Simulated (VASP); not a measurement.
CaSe:

```
Ca Se
1.0
     0.00000    2.95600    2.95600
     2.95600    0.00000    2.95600
     2.95600    2.95600    0.00000
Ca Se
1 1
Direct
  0.00000 0.00000 0.00000
  0.50000 0.50000 0.50000
```

- Program: VASP 6.6.1
- Task: relaxation of cell and atoms
- Functional: PBE
- Potentials or basis: VASP PAW PBE potentials, release 64 (Ca_sv, Se)
- Cutoff: 600 eV
- k mesh: 8 × 8 × 8
- Occupations: gaussian, width 0.02 eV
- Spin: no spin polarisation

At the start: pressure 1.4 GPa; volume 25.83 Å³/atom.

**Question.** How do energy, volume and symmetry change on relaxing?

**Answer.** Over 3 steps the energy falls by 2.9 meV/atom and the volume is 26.54 Å³/atom (+2.7 %); space group Fm-3m (No. 225, to 0.05 Å).

Step by step:
```
step  energy change (eV)  largest force (eV/Å)  pressure (GPa)  volume (Å³)
   1              0.0000                0.0000            1.36        51.66
   2             -0.0057                0.0000           -0.22        53.32
   3             -0.0059                0.0000            0.00        53.07
```

Final structure:
```
CELL_PARAMETERS angstrom
0.00000 2.98269 2.98269
2.98269 0.00000 2.98269
2.98269 2.98269 0.00000
ATOMIC_POSITIONS crystal
Ca 0.00000 0.00000 0.00000
Se 0.50000 0.50000 0.50000
```
